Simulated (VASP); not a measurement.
# Zr3Ag (Pm-3m) in VASP: single point with LDA

Aim: the single point of Zr3Ag with LDA.

All numbers are computed with VASP 6.6.1; they aren't measurements. Logs are shortened: lines on timing, memory, paths and dates and some standing lists are left out, and cuts for length are marked.

### Step 1. The cell of the first run

Symmetry: Pm-3m, No. 221, cubic system. Conventional cell: a = 4.417 Å, b = 4.417 Å, c = 4.417 Å, α = 90.00°, β = 90.00°, γ = 90.00°. Zr (site symmetry 4/mmm) has 8 Zr at 3.12 Å and 4 Ag at 3.12 Å within 4.1 Å. Within 4.1 Å of Ag (site symmetry m-3m) lie 12 Zr at 3.12 Å.

### Step 2. Single point, LDA

File INCAR:

```
ALGO = Normal
EDIFF = 1E-7
ENCUT = 520
ISIF = 2
ISMEAR = -1
LASPH = True
LCHARG = False
LREAL = False
LWAVE = False
NBANDS = 32
NELM = 80
PREC = Accurate
SIGMA = 0.15
```

File KPOINTS:

```
k-points
0
Gamma
  5 5 5
```

File POSCAR:

```
Zr3Ag
1.0
    4.4165000000      0.0000000000      0.0000000000
    0.0000000000      4.4165000000      0.0000000000
    0.0000000000      0.0000000000      4.4165000000
Zr Ag
3 1
Direct
    0.5000000000      0.5000000000      0.0000000000
    0.0000000000      0.5000000000      0.5000000000
    0.5000000000      0.0000000000      0.5000000000
    0.0000000000      0.0000000000      0.0000000000
```

Potentials or basis: VASP PAW LDA potentials, release 64 (Zr_sv, Ag).

Started as:

```sh
$ cat potpaw_LDA.64/Zr_sv/POTCAR potpaw_LDA.64/Ag/POTCAR > POTCAR
$ mpirun -np 1 vasp_std > vasp.out
```

OUTCAR:

```text
EDIFF = 1E-7
   ENCUT = 520
   ISIF = 2
   ISMEAR = -1
   LASPH = True
   LREAL = False
   NELM = 80
   PREC = Accurate

 ion  position               nearest neighbor table
   1  0.500  0.500  0.000-   2 3.12   3 3.12   4 3.12   2 3.12   3 3.12   3 3.12   4 3.12   3 3.12
                             2 3.12   4 3.12   2 3.12   4 3.12
   2  0.000  0.500  0.500-   1 3.12   3 3.12   4 3.12   1 3.12   4 3.12   3 3.12   4 3.12   4 3.12
                             1 3.12   3 3.12   1 3.12   3 3.12
   3  0.500  0.000  0.500-   1 3.12   2 3.12   4 3.12   1 3.12   4 3.12   1 3.12   2 3.12   1 3.12
                             2 3.12   4 3.12   4 3.12   2 3.12
   4  0.000  0.000  0.000-   1 3.12   2 3.12   3 3.12   2 3.12   3 3.12   1 3.12   2 3.12   2 3.12
                             1 3.12   3 3.12   3 3.12   1 3.12

  LATTYP: Found a simple cubic cell.
 ALAT       =     4.4165000000

  Lattice vectors:

 A1 = (   4.4165000000,   0.0000000000,   0.0000000000)
 A2 = (   0.0000000000,   4.4165000000,   0.0000000000)
 A3 = (   0.0000000000,   0.0000000000,   4.4165000000)

Analysis of symmetry for initial positions (statically):
=====================================================================
 Subroutine PRICEL returns:
 Original cell was already a primitive cell.

 Routine SETGRP: Setting up the symmetry group for a
 simple cubic supercell.

 Subroutine GETGRP returns: Found 48 space group operations
 (whereof 48 operations were pure point group operations)
 out of a pool of 48 trial point group operations.

The static configuration has the point symmetry O_h .

Analysis of symmetry for dynamics (positions and initial velocities):
=====================================================================
 Subroutine PRICEL returns:
 Original cell was already a primitive cell.

 Routine SETGRP: Setting up the symmetry group for a
 simple cubic supercell.

 Subroutine GETGRP returns: Found 48 space group operations
 (whereof 48 operations were pure point group operations)
 out of a pool of 48 trial point group operations.

The dynamic configuration has the point symmetry O_h .

 Subroutine INISYM returns: Found 48 space group operations
 (whereof 48 operations are pure point group operations),
 and found     1 'primitive' translations

----------------------------------------------------------------------------------------

                                     Primitive cell

  volume of cell :      86.1459
[... 77 lines left out ...]
   NELM   =     80;   NELMIN=  2; NELMDL= -5     # of ELM steps
   EDIFF  = 0.1E-06   stopping-criterion for ELM
   LREAL  =      F    real-space projection
   EDIFFG = 0.1E-05   stopping-criterion for IOM
   NSW    =      0    number of steps for IOM
   IBRION =     -1    ionic relax: 0-MD 1-quasi-New 2-CG
   NFREE  =      0    steps in history (QN), initial steepest desc. (CG)
   ISIF   =      2    stress and relaxation
   ISYM   =      2    0-nonsym 1-usesym 2-fastsym
   POTIM  = 0.5000    time-step for ionic-motion
   TEBEG  =    0.0;   TEEND  =   0.0 temperature during run
   PSTRESS=    0.0 pullay stress
   NELECT =      47.0000    total number of electrons
   NUPDOWN=      -1.0000    fix difference up-down
   EMIN   =  10.00;   EMAX   =-10.00  energy-range for DOS
   EFERMI =   0.00;   METHOD = LEGACY
   ISMEAR =    -1;   SIGMA  =   0.15  broadening in eV -4-tet -1-fermi 0-gaus
   EFERMI_NEDOS =   21; number of points for ismear=-14 and -15
   IALGO  =     38    algorithm
   IMIX   =      4    mixing-type and parameters
     AMIX     =   0.40;   BMIX     =  1.00
     AMIX_MAG =   1.60;   BMIX_MAG =  1.00
  volume/ion in A,a.u.               =      21.54       145.34
  Fermi-wavevector in a.u.,A,eV,Ry     =   1.337712  2.527909 24.347255  1.789473
  Thomas-Fermi vector in A             =   2.466239
   LORBIT       =      0    0 simple, 1 ext, 2 COOP (PROOUT), +10 PAW based schemes
   GGA     = CA    functional components
   LHFCALC =     F    Hartree Fock is set to
   AEXX    =    0.0000 exact exchange contribution
   IVDW    =     0    specifies the selected vdW correction
   LEPSILON=     F    determine dielectric tensor
   LRPA    =     F    only Hartree local field effects (RPA)
 non-spin polarized calculation
  energy-cutoff  :      520.00
  volume of cell :       86.15
 maximum number of plane-waves:      2338
 NGX is ok and might be reduce to    36
   NGX = 17   NGY = 17   NGZ = 17

 number of electron      47.0000004 magnetization

 Free energy of the ion-electron system (eV)
  ---------------------------------------------------
  ext. energy  EPLUGINS =         0.00000000
  ---------------------------------------------------
  free energy    TOTEN  =       -31.79001608 eV

  energy without entropy =      -31.41058638  energy(sigma->0) =      -31.60030123

 E-fermi :   8.5923     XC(G=0): -11.5864

 val. band max:        8.5153135002   @ k =   0.4000   0.4000   0.2000
 cond. band min:       8.6298675497   @ k =   0.4000   0.4000   0.4000
 fundamental gap:      0.1145540495
 Fermi energy:         8.5923279155

 k-point     1 :       0.0000    0.0000    0.0000
  band No.  band energies     occupation
      1     -39.7756      2.00000
      2     -39.5817      2.00000
      3     -39.5817      2.00000
      4     -18.2797      2.00000
      5     -18.2797      2.00000
      6     -18.2797      2.00000
[... 339 lines left out ...]
     31      12.1493      0.00000
     32      12.3589      0.00000

------------------------ aborting loop because EDIFF is reached ----------------------------------------

  FORCE on cell =-STRESS in cart. coord.  units (eV):
  Direction    XX          YY          ZZ          XY          YZ          ZX
  --------------------------------------------------------------------------------------
  -------------------------------------------------------------------------------------
  Total       -4.0654770     -4.0654770     -4.0654770      0.0000000      0.0000000     -0.0000000
  in kB      -75.6114179    -75.6114179    -75.6114179      0.0000000      0.0000000     -0.0000000
  external PRESSURE =     -75.6114179 kB  Pullay stress =       0.0000000 kB

 VOLUME and BASIS-vectors are now :
 -----------------------------------------------------------------------------
  energy-cutoff  :      520.00
  volume of cell :       86.15
      direct lattice vectors                 reciprocal lattice vectors
     4.416500000  0.000000000  0.000000000     0.226423639  0.000000000  0.000000000
     0.000000000  4.416500000  0.000000000     0.000000000  0.226423639  0.000000000
     0.000000000  0.000000000  4.416500000     0.000000000  0.000000000  0.226423639

 POSITION                                       TOTAL-FORCE (eV/Angst)
 -----------------------------------------------------------------------------------
      2.20825      2.20825      0.00000         0.000000      0.000000      0.000000
      0.00000      2.20825      2.20825         0.000000      0.000000      0.000000
      2.20825      0.00000      2.20825         0.000000      0.000000      0.000000
      0.00000      0.00000      0.00000         0.000000      0.000000      0.000000
 -----------------------------------------------------------------------------------
    total drift:                                0.000000      0.000000      0.000000

  FREE ENERGIE OF THE ION-ELECTRON SYSTEM (eV)
  ---------------------------------------------------
  free  energy   TOTEN  =       -31.7900160828 eV

  energy  without entropy=      -31.4105863756  energy(sigma->0) =      -31.60030123
```

OSZICAR:

```text
N       E                     dE             d eps       ncg     rms          rms(c)
DAV:   1     0.439903053650E+03    0.43990E+03   -0.23999E+04   640   0.143E+03
DAV:   2    -0.895279281594E+00   -0.44080E+03   -0.42616E+03   704   0.420E+02
DAV:   3    -0.320229015515E+02   -0.31128E+02   -0.30361E+02  1128   0.848E+01
DAV:   4    -0.337164434359E+02   -0.16935E+01   -0.16872E+01   848   0.190E+01
DAV:   5    -0.337832808724E+02   -0.66837E-01   -0.66817E-01   952   0.308E+00    0.190E+01
DAV:   6    -0.321484450016E+02    0.16348E+01   -0.67514E+00   704   0.183E+01    0.876E+00
DAV:   7    -0.318343791808E+02    0.31407E+00   -0.15855E+00   840   0.789E+00    0.295E+00
DAV:   8    -0.317907518895E+02    0.43627E-01   -0.22666E-01   864   0.267E+00    0.990E-01
DAV:   9    -0.317905457736E+02    0.20612E-03   -0.23763E-02   808   0.112E+00    0.378E-01
DAV:  10    -0.317899987274E+02    0.54705E-03   -0.57520E-03   848   0.529E-01    0.594E-02
DAV:  11    -0.317900114072E+02   -0.12680E-04   -0.31554E-04   976   0.853E-02    0.286E-02
DAV:  12    -0.317900166769E+02   -0.52697E-05   -0.19483E-05   856   0.274E-02    0.971E-03
DAV:  13    -0.317900160993E+02    0.57761E-06   -0.24817E-06   848   0.124E-02    0.231E-03
DAV:  14    -0.317900160828E+02    0.16468E-07   -0.15709E-07   696   0.221E-03
   1 F= -.31790016E+02 E0= -.31600301E+02  d E =-.379430E+00
```

It took 28 s on 1 thread of Intel Xeon 6975P-C, shared host; peak memory 0.18 GiB.

Results:

```
Free energy : -31.7900 eV
Pressure    : -7.6 GPa
```

Levels at points of the mesh, in eV from the Fermi level:
| k point | band 21 | band 22 | band 23 | band 24 | band 25 | band 26 | band 27 | band 28 |
| --- | --- | --- | --- | --- | --- | --- | --- | --- |
| (0.00, 0.00, 0.00) | -0.92 | -0.92 | -0.42 | -0.42 | 2.70 | 2.70 | 2.70 | 3.13 |
